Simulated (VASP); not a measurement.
The system is Li8H3F5.

```xyz
64
Lattice="7.9942 0.0000 0.0000 0.0000 7.9942 0.0000 0.0000 0.0000 7.9942" Properties=species:S:1:pos:R:3 pbc="T T T"
F     1.9725    7.9771    0.0014
F     2.0107    3.9974    0.0208
F     6.0071    7.9730    7.9836
F     5.9958    4.0217    7.9868
F     0.0084    2.0169    4.0020
F     0.0204    6.0149    7.9899
F     7.9875    6.0069    3.9672
F     4.0088    1.9876    4.0100
F     4.0065    5.9879    3.9900
F     4.0051    0.0108    2.0215
F     4.0319    3.9645    1.9864
F     3.9581    4.0184    5.9909
F     1.9821    1.9915    1.9980
F     2.0176    2.0013    5.9971
F     1.9994    5.9797    2.0013
F     1.9802    5.9707    6.0045
F     5.9827    2.0017    2.0016
F     5.9872    2.0082    5.9819
F     5.9711    6.0036    2.0099
F     6.0122    6.0058    5.9876
H     2.0287    7.9681    3.9841
H     2.0136    4.0029    4.0143
H     5.9831    0.0157    3.9708
H     6.0363    4.0149    3.9938
H     0.0081    2.0213    7.9886
H     4.0353    1.9876    0.0067
H     4.0294    5.9794    7.9767
H     7.9686    7.9677    2.0041
H     0.0015    0.0125    6.0053
H     0.0042    4.0385    2.0166
H     0.0020    3.9780    5.9844
H     3.9701    7.9870    6.0105
Li    0.0087    7.9712    7.9892
Li    0.0052    7.9688    3.9640
Li    0.0174    4.0041    0.0139
Li    0.0084    3.9777    4.0152
Li    3.9615    0.0220    7.9902
Li    3.9826    7.9578    3.9797
Li    4.0101    3.9945    0.0199
Li    3.9783    4.0165    3.9714
Li    2.0056    2.0062    7.9824
Li    1.9972    1.9740    3.9938
Li    2.0190    5.9925    0.0100
Li    2.0110    5.9714    3.9748
Li    6.0242    2.0218    0.0018
Li    5.9870    1.9859    4.0021
Li    5.9925    6.0284    0.0165
Li    5.9729    6.0126    3.9857
Li    1.9674    0.0036    2.0100
Li    1.9911    0.0053    5.9497
Li    1.9982    3.9898    2.0205
Li    2.0024    3.9779    6.0232
Li    5.9493    0.0136    1.9937
Li    5.9849    7.9937    5.9731
Li    6.0101    3.9864    1.9818
Li    5.9657    3.9558    5.9819
Li    0.0315    1.9875    1.9675
Li    0.0062    2.0223    5.9812
Li    7.9887    6.0102    1.9511
Li    7.9792    6.0005    5.9615
Li    3.9759    1.9940    1.9880
Li    4.0020    1.9745    5.9987
Li    4.0471    6.0095    1.9881
Li    4.0169    5.9943    6.0475
```

```yaml
Program: VASP 6.6.1
Task: relaxation of volume and atoms at fixed shape
Functional: PBEsol
Potentials_or_basis: VASP PAW PBE potentials, release 64 (F, H, Li_sv)
Cutoff: 880 eV
k_mesh: 1 × 1 × 1, shifted
Occupations: fermi-dirac, width 0.05 eV
Spin: no spin polarisation
```

At the start: pressure 0.6 GPa; volume 7.98 Å³/atom.

Question: How do energy, volume and symmetry change on relaxing?

Answer: Over 9 steps the energy falls by 2.7 meV/atom and the volume is 8.07 Å³/atom (+1.1 %); space group P1 (No. 1, to 0.1 Å) before, Pm (No. 6, to 0.1 Å).

The path:
| step | energy change (eV) | largest force (eV/Å) | pressure (GPa) | volume (Å³) |
| --- | --- | --- | --- | --- |
| 1 | 0.0000 | 0.2707 | 0.58 | 510.89 |
| 2 | -0.0686 | 0.2048 | 0.31 | 513.02 |
| 3 | -0.1349 | 0.1390 | -0.22 | 517.78 |
| 4 | -0.1552 | 0.1098 | -0.12 | 517.19 |
| 5 | -0.1647 | 0.0700 | -0.02 | 516.51 |
| 6 | -0.1649 | 0.0669 | -0.02 | 516.42 |
| 7 | -0.1699 | 0.0492 | 0.04 | 516.18 |
| 8 | -0.1710 | 0.0469 | 0.07 | 516.00 |
| 9 | -0.1728 | 0.0294 | 0.02 | 516.42 |

Final structure:
```
CELL_PARAMETERS angstrom
8.02294 0.00000 0.00000
0.00000 8.02294 0.00000
0.00000 0.00000 8.02294
ATOMIC_POSITIONS crystal
F 0.24958 0.99963 0.99959
F 0.25107 0.49980 0.99966
F 0.75057 0.00028 0.99932
F 0.75016 0.50019 0.99956
F 0.00029 0.24952 0.49943
F 0.00036 0.75007 0.99919
F 0.00023 0.74985 0.49930
F 0.50005 0.24996 0.49938
F 0.50018 0.74904 0.49962
F 0.50001 0.99982 0.24946
F 0.50057 0.49965 0.24968
F 0.50042 0.49963 0.74995
F 0.25065 0.24950 0.24980
F 0.25040 0.24957 0.74956
F 0.25031 0.74958 0.24944
F 0.24982 0.74923 0.74975
F 0.75008 0.25003 0.24955
F 0.75000 0.24997 0.74930
F 0.75028 0.75027 0.24918
F 0.75060 0.74991 0.74960
H 0.24946 0.99917 0.50048
H 0.24897 0.49932 0.49982
H 0.74988 0.00012 0.50045
H 0.75163 0.49974 0.49963
H 0.00038 0.25030 0.99953
H 0.50037 0.24913 0.99893
H 0.50043 0.75074 0.99876
H 0.99994 0.00049 0.24987
H 0.99997 0.00062 0.74868
H 0.00034 0.49950 0.25001
H 0.00040 0.49909 0.74896
H 0.49962 0.99924 0.74955
Li 0.00014 0.99966 0.99997
Li 0.99999 0.99997 0.50018
Li 0.00000 0.50053 0.99974
Li 0.00007 0.49997 0.50000
Li 0.50023 0.99972 0.00020
Li 0.50008 0.00014 0.49951
Li 0.50016 0.50006 0.99978
Li 0.50012 0.49990 0.49982
Li 0.24957 0.24984 0.99973
Li 0.24960 0.24994 0.50000
Li 0.24941 0.75007 0.99960
Li 0.24961 0.75021 0.50013
Li 0.75111 0.24993 0.99947
Li 0.75031 0.24985 0.49991
Li 0.75138 0.75007 0.99943
Li 0.75041 0.75014 0.49998
Li 0.25094 0.00014 0.24830
Li 0.25020 0.00022 0.75089
Li 0.25117 0.49933 0.24828
Li 0.25101 0.49932 0.75146
Li 0.74904 0.00000 0.24740
Li 0.74953 0.00025 0.75121
Li 0.74942 0.49986 0.24883
Li 0.74958 0.49983 0.75137
Li 0.00000 0.25007 0.25161
Li 0.00030 0.24989 0.74738
Li 0.00012 0.74986 0.25041
Li 0.00021 0.74982 0.74801
Li 0.50029 0.25001 0.25058
Li 0.49989 0.25029 0.74822
Li 0.49996 0.74984 0.25061
Li 0.49998 0.74944 0.74834
```

Caveat: the PAW data sets were made with another functional, which shifts forces and pressure a little.
